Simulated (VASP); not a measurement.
Write the native input for VASP 6.6.1 that does the following.

```
Task                   : single point
Functional             : BLYP
Potentials or basis    : VASP PAW PBE potentials, release 64 (Rh_pv)
Cutoff                 : 520 eV
k mesh                 : 23 × 23 × 23
Occupations            : fermi-dirac, width 0.05 eV
Spin                   : collinear spin, ferromagnetic start
Starting moments       : [1.0] μB
Dipole correction      : no
Further INCAR settings : ALGO = Normal; EDIFF = 1e-06; NBANDS = 18
```

The structure of Rh lies in POSCAR:

```
Rh
1.0
    0.0000000000      1.9233688884      1.9233688884
    1.9233688884      0.0000000000      1.9233688884
    1.9233688884      1.9233688884      0.0000000000
Rh
1
Direct
    0.0000000000      0.0000000000      0.0000000000
```

This cell differs from its parent crystal: volume scaled by 0.96.

The input as run:

INCAR

```
SYSTEM = Rh
PREC = Accurate ; ENCUT = 520
EDIFF = 1E-6 ; ISMEAR = -1
SIGMA = 0.05 ; LREAL = .FALSE.
LASPH = .TRUE. ; NELM = 150
ALGO = Normal ; ISIF = 2
LWAVE = .FALSE. ; LCHARG = .FALSE.
ISPIN = 2 ; MAGMOM = 1
LORBIT = 11 ; LMAXMIX = 4
GGA = B5 ; ALDAX = 1.0
AGGAX = 1.0 ; AGGAC = 1.0
ALDAC = 0.0 ; NBANDS = 18
```

KPOINTS

```
Automatic mesh
0
G
  23 23 23
  0 0 0
```

Potentials or basis: VASP PAW PBE potentials, release 64 (Rh_pv).

Launch:

```console
$ cat potpaw_PBE.64/Rh_pv/POTCAR > POTCAR
$ mpirun -np 1 vasp_std > vasp.out
```

Results of the run:

```json
{
  "Pressure": "10.3 GPa",
  "Net moment": "0.00 μB per cell",
  "Valence electrons inside the program's atomic spheres": "Rh 13.77"
}
```

Caveat: the PAW data sets were made with another functional, which shifts forces and pressure a little.

Wall time 91 s on 1 thread of Intel Xeon 6975P-C (shared host), peak memory 0.24 GiB.
